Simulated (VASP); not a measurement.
# Li (Fm-3m) in VASP: further runs, part 3 of 3

VASP 6.6.1.

### 7 Relaxation of cell and atoms, BLYP+D3(BJ)

This run uses another cell than the first one, of 21.35 Å³/atom, 1.154 times its volume.

Contents of INCAR:

```
SYSTEM = Li
PREC = Accurate ; ENCUT = 750
EDIFF = 1E-7 ; ISMEAR = 0
SIGMA = 0.15 ; LREAL = .False.
LASPH = .True. ; NELM = 120
ALGO = Normal ; ISIF = 3
LWAVE = .False. ; LCHARG = .False.
GGA = B5 ; ALDAX = 1.0
AGGAX = 1.0 ; AGGAC = 1.0
ALDAC = 0.0 ; IVDW = 12
VDW_S6 = 1.0 ; VDW_S8 = 2.6996
VDW_A1 = 0.4298 ; VDW_A2 = 4.2359
IBRION = 2 ; NSW = 80
EDIFFG = -0.05 ; GGA_COMPAT = .False.
NELMIN = 4
```

Contents of KPOINTS:

```
Automatic mesh
0
Gamma
  8 8 8
  0 0 0
```

Contents of POSCAR:

```
Li
1.0
    0.0000000000      2.2020000000      2.2020000000
    2.2020000000      0.0000000000      2.2020000000
    2.2020000000      2.2020000000      0.0000000000
Li
1
Direct
    0.0000000000      0.0000000000      0.0000000000
```

Potentials or basis: VASP PAW PBE potentials, release 64 (Li_sv).

Run with:

```console
> cat potpaw_PBE.64/Li_sv/POTCAR > POTCAR
> mpirun -np 1 vasp_std > vasp.out
```

OUTCAR:

```text
SYSTEM = Li
   PREC = Accurate
   ENCUT = 750
   EDIFF = 1E-7
   ISMEAR = 0
   LREAL = .False.
   LASPH = .True.
   NELM = 120
   ISIF = 3
   GGA = B5
   IVDW = 12
   IBRION = 2
   NSW = 80
   EDIFFG = -0.05
   NELMIN = 4
 IVDW          = 12

 ion  position               nearest neighbor table
   1  0.000  0.000  0.000-

  LATTYP: Found a face centered cubic cell.
 ALAT       =     4.4040000000

  Lattice vectors:

 A1 = (   0.0000000000,   2.2020000000,   2.2020000000)
 A2 = (   2.2020000000,   0.0000000000,   2.2020000000)
 A3 = (   2.2020000000,   2.2020000000,   0.0000000000)

Analysis of symmetry for initial positions (statically):
=====================================================================
 Subroutine PRICEL returns:
 Original cell was already a primitive cell.

 Routine SETGRP: Setting up the symmetry group for a
 face centered cubic supercell.

 Subroutine GETGRP returns: Found 48 space group operations
 (whereof 48 operations were pure point group operations)
 out of a pool of 48 trial point group operations.

The static configuration has the point symmetry O_h .

Analysis of symmetry for dynamics (positions and initial velocities):
=====================================================================
 Subroutine PRICEL returns:
 Original cell was already a primitive cell.

 Routine SETGRP: Setting up the symmetry group for a
 face centered cubic supercell.

 Subroutine GETGRP returns: Found 48 space group operations
 (whereof 48 operations were pure point group operations)
 out of a pool of 48 trial point group operations.

The dynamic configuration has the point symmetry O_h .

 Subroutine INISYM returns: Found 48 space group operations
 (whereof 48 operations are pure point group operations),
 and found     1 'primitive' translations

----------------------------------------------------------------------------------------

                                     Primitive cell

  volume of cell :      21.3541

  direct lattice vectors                    reciprocal lattice vectors
     0.000000000  2.202000000  2.202000000    -0.227066303  0.227066303  0.227066303
     2.202000000  0.000000000  2.202000000     0.227066303 -0.227066303  0.227066303
     2.202000000  2.202000000  0.000000000     0.227066303  0.227066303 -0.227066303

  length of vectors
     3.114098264  3.114098264  3.114098264     0.393290374  0.393290374  0.393290374

  position of ions in fractional coordinates (direct lattice)
     0.000000000  0.000000000  0.000000000

  ion indices of the primitive-cell ions
   primitive index   ion index
                 1           1

----------------------------------------------------------------------------------------

 KPOINTS: Automatic mesh

Automatic generation of k-mesh.
 Grid dimensions read from file:
 generate k-points for:    8    8    8

 Generating k-lattice:

  Cartesian coordinates                     Fractional coordinates (reciprocal lattice)
    -0.028383288  0.028383288  0.028383288     0.125000000  0.000000000  0.000000000
     0.028383288 -0.028383288  0.028383288     0.000000000  0.125000000  0.000000000
     0.028383288  0.028383288 -0.028383288     0.000000000  0.000000000  0.125000000

  Length of vectors
     0.049161297  0.049161297  0.049161297

  Shift w.r.t. Gamma in fractional coordinates (k-lattice)
     0.000000000  0.000000000  0.000000000

 Subroutine IBZKPT returns following result:
 ===========================================

 Found     29 irreducible k-points:

 Following reciprocal coordinates:
            Coordinates               Weight
  0.000000  0.000000  0.000000      1.000000
  0.125000  0.000000  0.000000      8.000000
  0.250000  0.000000  0.000000      8.000000
  0.375000  0.000000  0.000000      8.000000
  0.500000  0.000000  0.000000      4.000000
  0.125000  0.125000  0.000000      6.000000
[... 16 lines left out ...]
  0.500000  0.250000  0.125000     48.000000
 -0.375000  0.250000  0.125000     24.000000
 [... further k-points ...]
   k-points           NKPTS =     29   k-points in BZ     NKDIM =     29   number of bands    NBANDS=      5
   number of dos      NEDOS =    301   number of ions     NIONS =      1
   total plane-waves  NPLWV =  21952
   dimension x,y,z NGX =    28 NGY =   28 NGZ =   28
   dimension x,y,z NGXF=    56 NGYF=   56 NGZF=   56
   ions per type =               1
   NGX,Y,Z   is equivalent  to a cutoff of  14.95, 14.95, 14.95 a.u.
   NGXF,Y,Z  is equivalent  to a cutoff of  29.90, 29.90, 29.90 a.u.
 SYSTEM =  Li
   PREC   = accura    normal or accurate (medium, high low for compatibility)
   ISTART =      0    job   : 0-new  1-cont  2-samecut
   ICHARG =      2    charge: 1-file 2-atom 10-const
   ISPIN  =      1    spin polarized calculation?
   LNONCOLLINEAR =      F non collinear calculations
   LSORBIT =      F    spin-orbit coupling
   LASPH  =      T    aspherical Exc in radial PAW
   ENCUT  =  750.0 eV  55.12 Ry    7.42 a.u.   6.95  6.95  6.95*2*pi/ulx,y,z
   NELM   =    120;   NELMIN=  4; NELMDL= -5     # of ELM steps
   EDIFF  = 0.1E-06   stopping-criterion for ELM
   LREAL  =      F    real-space projection
   EDIFFG = -.5E-01   stopping-criterion for IOM
   NSW    =     80    number of steps for IOM
   IBRION =      2    ionic relax: 0-MD 1-quasi-New 2-CG
   NFREE  =      1    steps in history (QN), initial steepest desc. (CG)
   ISIF   =      3    stress and relaxation
   ISYM   =      2    0-nonsym 1-usesym 2-fastsym
   POTIM  = 0.5000    time-step for ionic-motion
   TEBEG  =    0.0;   TEEND  =   0.0 temperature during run
   PSTRESS=    0.0 pullay stress
   NELECT =       3.0000    total number of electrons
   NUPDOWN=      -1.0000    fix difference up-down
   EMIN   =  10.00;   EMAX   =-10.00  energy-range for DOS
   EFERMI =   0.00;   METHOD = LEGACY
   ISMEAR =     0;   SIGMA  =   0.15  broadening in eV -4-tet -1-fermi 0-gaus
   EFERMI_NEDOS =   21; number of points for ismear=-14 and -15
   IALGO  =     38    algorithm
   IMIX   =      4    mixing-type and parameters
     AMIX     =   0.40;   BMIX     =  1.00
     AMIX_MAG =   1.60;   BMIX_MAG =  1.00
  volume/ion in A,a.u.               =      21.35       144.10
  Fermi-wavevector in a.u.,A,eV,Ry     =   0.851049  1.608250  9.854489  0.724285
  Thomas-Fermi vector in A             =   1.967122
   LORBIT       =      0    0 simple, 1 ext, 2 COOP (PROOUT), +10 PAW based schemes
   GGA     = B5    functional components
   LHFCALC =     F    Hartree Fock is set to
   AEXX    =    0.0000 exact exchange contribution
   IVDW    =    12    specifies the selected vdW correction
   LEPSILON=     F    determine dielectric tensor
   LRPA    =     F    only Hartree local field effects (RPA)
 conjugate gradient relaxation of ions
 non-spin polarized calculation
 Gauss-broadening in eV      SIGMA  =   0.15
  energy-cutoff  :      750.00
  volume of cell :       21.35
 maximum number of plane-waves:      1012
   NGX = 13   NGY = 13   NGZ = 13

--------------------------------------- Ionic step        1  -------------------------------------------

 number of electron       2.9999998 magnetization

 Free energy of the ion-electron system (eV)
  ---------------------------------------------------
  ext. energy  EPLUGINS =         0.00000000
  ---------------------------------------------------
  free energy    TOTEN  =        -1.56091826 eV

  energy without entropy =       -1.55694198  energy(sigma->0) =       -1.55893012

------------------------ aborting loop because EDIFF is reached ----------------------------------------

 Edisp (eV)   -0.36063

 E8    (eV) :    -0.2600
[... 108 lines left out ...]
--------------------------------------- Ionic step        4  -------------------------------------------

 number of electron       3.0000002 magnetization

 Free energy of the ion-electron system (eV)
  ---------------------------------------------------
  ext. energy  EPLUGINS =         0.00000000
  ---------------------------------------------------
  free energy    TOTEN  =        -1.49960625 eV

  energy without entropy =       -1.49433400  energy(sigma->0) =       -1.49697013

 E-fermi :   1.7467     XC(G=0):  -7.3364

 val. band max:        1.7406303815   @ k =   0.3750   0.3750   0.0000
 cond. band min:       1.9327623786   @ k =   0.5000   0.1250   0.0000
 fundamental gap:      0.1921319971
 Fermi energy:         1.7466563247

 k-point     1 :       0.0000    0.0000    0.0000
  band No.  band energies     occupation
      1     -44.9287      2.00000
      2      -1.9737      2.00000
      3      18.8826      0.00000
      4      18.8826      0.00000
      5      18.8826      0.00000
[... 177 lines left out ...]
 k-point    24 :      -0.3750    0.2500    0.1250
  band No.  band energies     occupation
      1     -44.8728      2.00000
      2       2.9018      0.00000
      3       5.9011      0.00000
      4      12.2108      0.00000
      5      14.3509      0.00000

 [... further k-points ...]

------------------------ aborting loop because EDIFF is reached ----------------------------------------

 Edisp (eV)   -0.49584

 E8    (eV) :    -0.3566
[... 24 lines left out ...]
  FREE ENERGIE OF THE ION-ELECTRON SYSTEM (eV)
  ---------------------------------------------------
  free  energy   TOTEN  =        -1.9954469927 eV

  energy  without entropy=       -1.9901747402  energy(sigma->0) =       -1.99281087

 reached required accuracy - stopping structural energy minimisation
```

CONTCAR:

```text
Li
   1.00000000000000
     0.0000000000000000    1.9790313799684436    1.9790313799684436
     1.9790313799684436    0.0000000000000000    1.9790313799684436
     1.9790313799684436    1.9790313799684436   -0.0000000000000000
  Li
     1
Direct
     0.0000000000000000    1.0000000000000000    0.0000000000000000

  0.00000000E+00  0.00000000E+00  0.00000000E+00
```

Run time: 72 s. Hardware: 1 thread of Intel Xeon 8259CL, shared host; peak memory 0.15 GiB.

What came out:

```
Free energy                            : -1.9954 eV
Relaxed volume                         : 15.50 Å³/atom
Relaxed cell                           : a = 2.799 Å, b = 2.799 Å, c = 2.799 Å, α = 60.00°, β = 60.00°, γ = 60.00°
Space group after relaxing (to 0.05 Å) : Fm-3m (No. 225)
Energy gained by relaxing              : 73.9 meV/atom
Ionic steps                            : 4
Pressure after relaxing                : 0.2 GPa
Dispersion energy per atom             : -0.496 eV
```

The path:
| step | energy change (eV) | largest force (eV/Å) | pressure (GPa) | volume (Å³) |
| --- | --- | --- | --- | --- |
| 1 | 0.0000 | 0.0000 | -3.44 | 21.35 |
| 2 | -0.0278 | 0.0000 | -2.99 | 19.97 |
| 3 | -0.0704 | 0.0000 | -1.08 | 16.78 |
| 4 | -0.0739 | 0.0000 | 0.24 | 15.50 |

Final structure:
```
Li
1.0
     0.00000    1.97903    1.97903
     1.97903    0.00000    1.97903
     1.97903    1.97903    0.00000
Li
1
Direct
  0.00000 0.00000 0.00000
```

Caveat: the volume moved by over 15 % at a fixed basis, so the end points are rough; the PAW data sets were made with another functional, which shifts forces and pressure a little; the volume moved by -27 % from the deposited cell, more than functionals usually miss; pairwise dispersion overbinds metals, which lowers pressure and volume.

### 8 Overview

| task | level | potentials or basis | cell | gap on the mesh (eV) | pressure (GPa) | relaxed volume (Å³/atom) |
| --- | --- | --- | --- | --- | --- | --- |
| single point | PBEsol+D3(BJ) | VASP PAW PBE potentials, release 64 (Li_sv) | a = 2.969 Å, angles 60.0°, 1 atom | none | -0.2 | - |
| single point | BLYP+D3(BJ) | VASP PAW PBE potentials, release 64 (Li_sv) | a = 2.810 Å, angles 60.0°, 1 atom | none | -0.1 | - |
| single point | LDA | VASP PAW LDA potentials, release 64 (Li_sv) | a = 2.996 Å, angles 60.0°, 1 atom | none | -0.1 | - |
| relaxation of cell and atoms | PBEsol+D3(BJ) | VASP PAW PBE potentials, release 64 (Li_sv) | relaxed from a = 3.114 Å, angles 60.0°, 1 atom | none | 0.0 | 18.36 |
| relaxation of cell and atoms | LDA | VASP PAW LDA potentials, release 64 (Li_sv) | relaxed from a = 3.114 Å, angles 60.0°, 1 atom | none | -0.4 | 19.40 |
| relaxation of cell and atoms | BLYP+D3(BJ) | VASP PAW PBE potentials, release 64 (Li_sv) | relaxed from a = 3.114 Å, angles 60.0°, 1 atom | none | 0.2 | 15.50 |

Alike in all rows: no spin polarisation; k mesh 8 × 8 × 8; cutoff (eV) 750; smearing gaussian 0.15 eV.

Caveats: the PAW data sets were made with another functional, which shifts forces and pressure a little (some runs); pairwise dispersion overbinds metals, which lowers pressure and volume (some runs); the volume moved by -14 % from the deposited cell, more than functionals usually miss (some runs); the volume moved by over 15 % at a fixed basis, so the end points are rough (some runs); the volume moved by -27 % from the deposited cell, more than functionals usually miss (some runs).

Absolute energies hang on the potentials; compare differences alone.
